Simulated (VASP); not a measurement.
Here is a VASP 6.6.1 calculation.

File INCAR:

```
SYSTEM = W
  ALGO = Normal
  EDIFF = 1E-6
  ENCUT = 520
  GGA = RE
  ISIF = 2
  ISMEAR = -1
  LASPH = .True.
  LCHARG = .False.
  LREAL = .False.
  LWAVE = .False.
  NBANDS = 13
  NELM = 100
  PREC = Accurate
  SIGMA = 0.15
```

Contents of KPOINTS:

```
k-points
0
Gamma
  13 13 13
  0 0 0
```

File POSCAR:

```
W
1.0
   -1.5163358507      1.5163358507      1.5163358507
    1.5163358507     -1.5163358507      1.5163358507
    1.5163358507      1.5163358507     -1.5163358507
W
1
Direct
    0.0000000000      0.0000000000      0.0000000000
```

Potentials or basis: VASP PAW PBE potentials, release 64 (W_sv).

The run is started by

```console
$ cat potpaw_PBE.64/W_sv/POTCAR > POTCAR
$ mpirun -np 1 vasp_std > vasp.out
```

**Question.** Estimate the band gap on the k mesh.

**Answer.** Zero (band 7 reaches 18.80 eV, above the bottom of band 8 at 11.99 eV).

**Question.** Predict the pressure.

**Answer.** 64.4 GPa.

Caveat: the PAW data sets were made with another functional, which shifts forces and pressure a little; spin-orbit coupling is left out, which moves the levels of the heavy elements.
